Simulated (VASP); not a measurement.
Runs of VASP 6.6.1 on AgRh. The structure is that of space group P-6m2 (No. 187), or close to it. The cells are those of the table. 

| cell | gap on the mesh (eV) | pressure (GPa) | moment (μB) |
| --- | --- | --- | --- |
| a = 2.512, b = 2.512, c = 4.349 Å, angles 90.0, 90.0, 120.0°, 2 atoms | none | 96.7 | 0.00 |
| a = 2.740, b = 2.740, c = 4.744 Å, angles 90.0, 90.0, 120.0°, 2 atoms | none | 4.4 | (c) |
| a = 2.641, b = 2.641, c = 4.573 Å, angles 90.0, 90.0, 120.0°, 2 atoms | none | (b) | 0.26 |
| a = 2.701, b = 2.701, c = 4.677 Å, angles 90.0, 90.0, 120.0°, 2 atoms | none | 13.0 | (a) |
| a = 2.578, b = 2.578, c = 4.464 Å, angles 90.0, 90.0, 120.0°, 2 atoms | none | 57.1 | 0.00 |

Alike in all rows: task single point; level PBE; potentials or basis VASP PAW PBE potentials, release 64 (Ag, Rh_pv); spin collinear, ferromagnetic start; k mesh 14 × 14 × 7; cutoff (eV) 520; smearing fermi-dirac 0.05 eV.

**Question.** Estimate the missing entries.

**Answer.** (a) 0.38; (b) 30.7; (c) 0.43.

Caveats: a moment this small can come from the mesh or the smearing (at least some runs); the cell stands under pressure (at least some runs); the stress differs along the axes, from 85 to 102 GPa (at least some runs); the stress differs along the axes, from 26 to 33 GPa (at least some runs); the stress differs along the axes, from 50 to 61 GPa (at least some runs).

A k mesh can miss the band edges, and the runs leave out spin-orbit coupling on Ag, Rh.

A gap of «none» marks levels without a gap at the run's occupations.
